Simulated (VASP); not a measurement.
A run of VASP 6.6.1 is set up as follows.

File POSCAR:

```
SiGe
1.0
    4.0996738635      0.0000000000      0.0000000000
   -2.0498369318      3.5504217130      0.0000000000
    0.0000000000      0.0000000000      6.2895134250
Si Ge
2 2
Direct
    0.6666666667      0.3333333333      0.8746070000
    0.3333333333      0.6666666667      0.3746070000
    0.6666666667      0.3333333333      0.5003920000
    0.3333333333      0.6666666667      0.0003920000
```

File INCAR.step1:

```
ALGO = Normal
EDIFF = 1E-4
ENCUT = 520
GGA = PE
ISMEAR = 0
LASPH = T
LCHARG = F
LREAL = F
LWAVE = T
NBANDS = 26
NELM = 80
PREC = Accurate
SIGMA = 0.05
```

INCAR.step2

```
ALGO = Normal
EDIFF = 1E-7
ENCUT = 520
ISIF = 2
ISMEAR = 0
ISTART = 1
LASPH = T
LCHARG = F
LMIXTAU = T
LREAL = F
LWAVE = F
METAGGA = R2SCAN
NBANDS = 26
NELM = 80
PREC = Accurate
SIGMA = 0.05
```

KPOINTS

```
k-points
0
Gamma
  12 12 4
```

Potentials or basis: VASP PAW PBE potentials, release 64 (Si, Ge_d).

Launch:

```sh
$ cat potpaw_PBE.64/Si/POTCAR potpaw_PBE.64/Ge_d/POTCAR > POTCAR
$ cp INCAR.step1 INCAR
$ mpirun -np 1 vasp_std > vasp.out
$ cp INCAR.step2 INCAR
$ mpirun -np 1 vasp_std > vasp.out
```

Question: Estimate the largest force.

Answer: 0.684 eV/Å.

Question: Predict the band gap on the k mesh.

Answer: Zero (filled and empty bands touch).

Forces on the atoms (eV/Å):
```
Si   0.000  0.000  0.684
Si   0.000  0.000  0.684
Ge   0.000  0.000 -0.684
Ge   0.000  0.000 -0.684
```

Caveat: the cell differs from its parent crystal (strain +0.050 along x and y, -0.025 along z); the cell stands under tension; semilocal functionals underestimate gaps, so a narrow gap can read as zero; the PAW data sets were made with another functional, which shifts forces and pressure a little.
